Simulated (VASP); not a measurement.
# LiBe16 (a cell with a defect) in VASP: notebook, part 2 of 2

VASP 6.6.1. Earlier steps stand in the parts before.

## 3. Single point, PBE

Contents of INCAR:

```
  PREC = Accurate
  ENCUT = 520
  EDIFF = 1E-6
  ISMEAR = 0
  SIGMA = 0.1
  LREAL = Auto
  LASPH = True
  NELM = 100
  ALGO = Normal
  ISIF = 2
  LWAVE = False
  LCHARG = False
  GGA = PE
  NBANDS = 32
```

Contents of KPOINTS:

```
regular mesh
0
Gamma
  4 4 3
```

Contents of POSCAR:

```
LiBe16
1.0
   -2.2900000000     -3.9663960000      0.0000000000
    3.4350000000     -1.9831980000      0.0000000000
    0.0000000000      0.0000000000      7.1768600000
Be Li
16 1
Direct
    0.7333292748      0.4277413403      0.0107760075
    0.4837189895      0.2840846329      0.2572145685
    0.7334618993      0.4281904296      0.5034161869
    0.5605084533      0.6099636315      0.7569571471
    0.4950199505     -0.0719245930      0.0112787021
    0.2400626847      0.7979196417      0.2572131517
    0.4950393320     -0.0714158482      0.5030079884
    0.1757284243      0.7912041489      0.7573968750
    0.2380980494      0.4835136212      0.0124335696
   -0.0121658565      0.3059115189      0.2573728088
    0.2384020904      0.4833625693      0.5022269092
   -0.0322029093      0.3905156124      0.7569659668
    0.0089130177     -0.0107072523      0.0125482079
    0.7423738571      0.7909460153      0.2571363669
    0.0086563247     -0.0108793404      0.5022483003
    0.7737102041      0.9957703998      0.7574798594
    0.3738044341      0.2010290721      0.7573283239
```

Potentials or basis: VASP PAW PBE potentials, release 64 (Be, Li_sv).

Run with:

```sh
cat potpaw_PBE.64/Be/POTCAR potpaw_PBE.64/Li_sv/POTCAR > POTCAR
mpirun -np 1 vasp_std > vasp.out
```

OUTCAR:

```text
PREC = Accurate
   ENCUT = 520
   EDIFF = 1E-6
   ISMEAR = 0
   LREAL = Auto
   LASPH = True
   NELM = 100
   ISIF = 2
   GGA = PE

 ion  position               nearest neighbor table
   1  0.733  0.428  0.011-   4 2.11  12 2.12  13 2.15  10 2.17   2 2.18   5 2.26   5 2.26   9 2.28
                            14 2.28   9 2.32
   2  0.484  0.284  0.257-   3 2.18   1 2.18   6 2.23   9 2.23  11 2.23   7 2.26   5 2.26  10 2.27
                            14 2.29  10 2.31   6 2.32  14 2.33
   3  0.733  0.428  0.503-   4 2.11  12 2.12  15 2.15  10 2.17   2 2.18   7 2.26   7 2.27  11 2.28
                            14 2.28  11 2.32
   4  0.561  0.610  0.757-  16 1.82  17 1.83   8 1.90  12 2.06   3 2.11   1 2.11   7 2.24   5 2.24
                            17 2.50
   5  0.495  0.928  0.011-   9 2.12  14 2.17   6 2.18  17 2.19   4 2.24  13 2.24  16 2.24   2 2.26
                             1 2.26   1 2.26  13 2.37
   6  0.240  0.798  0.257-   9 2.15  11 2.16   7 2.18   5 2.18  13 2.19  15 2.19   2 2.23  10 2.27
                            14 2.28  14 2.30  10 2.32   2 2.32
   7  0.495  0.929  0.503-  11 2.12  14 2.17   6 2.18  17 2.19   4 2.24  15 2.24  16 2.24   2 2.26
                             3 2.26   3 2.27  15 2.36
   8  0.176  0.791  0.757-  12 1.85  17 1.86   4 1.90  16 2.01  13 2.13  15 2.13   9 2.22  11 2.22
[... 1009 lines left out ...]
     29      13.4217      0.00000

 [... further k-points ...]

 [bands above 29 left out]

------------------------ aborting loop because EDIFF is reached ----------------------------------------

  FORCE on cell =-STRESS in cart. coord.  units (eV):
  Direction    XX          YY          ZZ          XY          YZ          ZX
  --------------------------------------------------------------------------------------
  -------------------------------------------------------------------------------------
  Total       10.5094621     15.3632104      2.5169109     -5.2676183      0.0035647     -0.0066698
  in kB      129.1501893    188.7976295     30.9301769    -64.7334657      0.0438070     -0.0819652
  external PRESSURE =     116.2926653 kB  Pullay stress =       0.0000000 kB

 VOLUME and BASIS-vectors are now :
 -----------------------------------------------------------------------------
  energy-cutoff  :      520.00
  volume of cell :      130.38
      direct lattice vectors                 reciprocal lattice vectors
    -2.290000000 -3.966396000  0.000000000    -0.109170306 -0.189088533  0.000000000
     3.435000000 -1.983198000  0.000000000     0.218340611 -0.126059022  0.000000000
     0.000000000  0.000000000  7.176860000     0.000000000  0.000000000  0.139336702

 POSITION                                       TOTAL-FORCE (eV/Angst)
 -----------------------------------------------------------------------------------
     -0.21003     -3.75697      0.07734         0.003117     -0.002396     -0.001415
     -0.13189     -2.48202      1.84599         0.003708     -0.000021     -0.002874
     -0.20879     -3.75839      3.61295         0.002491      0.002722     -0.003476
      0.81166     -3.43288      5.43258         0.004520     -0.008186      0.001840
      2.05434     -3.80400      0.08095         0.000589     -0.006730      0.005894
      2.19111     -2.53462      1.84598         0.008798      0.003426      0.008131
[... 9 lines left out ...]
      1.64867     -5.04365      5.43633        -0.005682     -0.005905      0.000435
     -0.16548     -1.88134      5.43524        -0.004849      0.001319      0.006489
 -----------------------------------------------------------------------------------
    total drift:                               -0.008058     -0.000147      0.005482

  FREE ENERGIE OF THE ION-ELECTRON SYSTEM (eV)
  ---------------------------------------------------
  free  energy   TOTEN  =       -57.5130104774 eV

  energy  without entropy=      -57.4946764417  energy(sigma->0) =      -57.50384346
```

OSZICAR:

```text
N       E                     dE             d eps       ncg     rms          rms(c)
DAV:   1     0.688253979807E+02    0.68825E+02   -0.13756E+04  1664   0.971E+02
DAV:   2    -0.494346130538E+02   -0.11826E+03   -0.11082E+03  2048   0.201E+02
DAV:   3    -0.588248011985E+02   -0.93902E+01   -0.91751E+01  2808   0.423E+01
DAV:   4    -0.592790259688E+02   -0.45422E+00   -0.44921E+00  2400   0.742E+00
DAV:   5    -0.592846548100E+02   -0.56288E-02   -0.56282E-02  2288   0.971E-01    0.494E+00
DAV:   6    -0.576780740605E+02    0.16066E+01   -0.23415E+00  2008   0.830E+00    0.243E+00
DAV:   7    -0.575585626364E+02    0.11951E+00   -0.61434E-01  2120   0.352E+00    0.145E+00
DAV:   8    -0.575142328830E+02    0.44330E-01   -0.72733E-02  2408   0.147E+00    0.518E-01
DAV:   9    -0.575128363592E+02    0.13965E-02   -0.10623E-02  2256   0.588E-01    0.135E-01
DAV:  10    -0.575129856231E+02   -0.14926E-03   -0.10480E-03  2264   0.206E-01    0.306E-02
DAV:  11    -0.575130050082E+02   -0.19385E-04   -0.12018E-04  2320   0.704E-02    0.618E-03
DAV:  12    -0.575130087810E+02   -0.37728E-05   -0.11062E-05  2120   0.213E-02    0.221E-03
DAV:  13    -0.575130102357E+02   -0.14547E-05   -0.14497E-06  1776   0.836E-03    0.806E-04
DAV:  14    -0.575130104774E+02   -0.24171E-06   -0.44231E-07  1416   0.448E-03
   1 F= -.57513010E+02 E0= -.57503843E+02  d E =-.183340E-01
```

stdout:

```text
POSCAR found type information on POSCAR BeLi
 POSCAR found :  2 types and      17 ions
 scaLAPACK will be used
 LDA part: xc-table for (Slater+PW92), standard interpolation
 POSCAR, INCAR and KPOINTS ok, starting setup
 FFT: planning ... GRIDC
 FFT: planning ... GRID_SOFT
 FFT: planning ... GRID
 WAVECAR not read
 entering main loop
```

Run time: 5.7 min. Hardware: 1 thread of Intel Xeon Platinum 8375C at 2.90GHz (Ice Lake), shared host; peak memory 0.25 GiB.

What came out:

- Free energy: -57.5130 eV
- Largest force: 0.012 eV/Å
- Band gap on the k mesh: zero (an odd number of electrons rules out a gap without spin polarisation)

Forces in eV/Å, atoms in the order of the input:
```
Be   0.003 -0.002 -0.001
Be   0.004  0.000 -0.003
Be   0.002  0.003 -0.003
Be   0.005 -0.008  0.002
Be   0.001 -0.007  0.006
Be   0.009  0.003  0.008
Be  -0.002 -0.003 -0.001
Be  -0.002  0.012 -0.001
Be  -0.006  0.003 -0.004
Be  -0.002  0.000 -0.009
Be   0.001 -0.001 -0.005
Be   0.006 -0.002  0.007
Be  -0.001  0.005  0.000
Be  -0.003 -0.003  0.003
Be  -0.003  0.002 -0.004
Be  -0.006 -0.006  0.000
Li  -0.005  0.001  0.006
```

Caveat: the k points lie up to 0.40 Å⁻¹ apart, too coarse for converged energies and pressures of a metal; the cutoff is under 1.25 times the usual one of these potentials, so pressure, stress and relaxed cells hold a basis-set (Pulay) error.
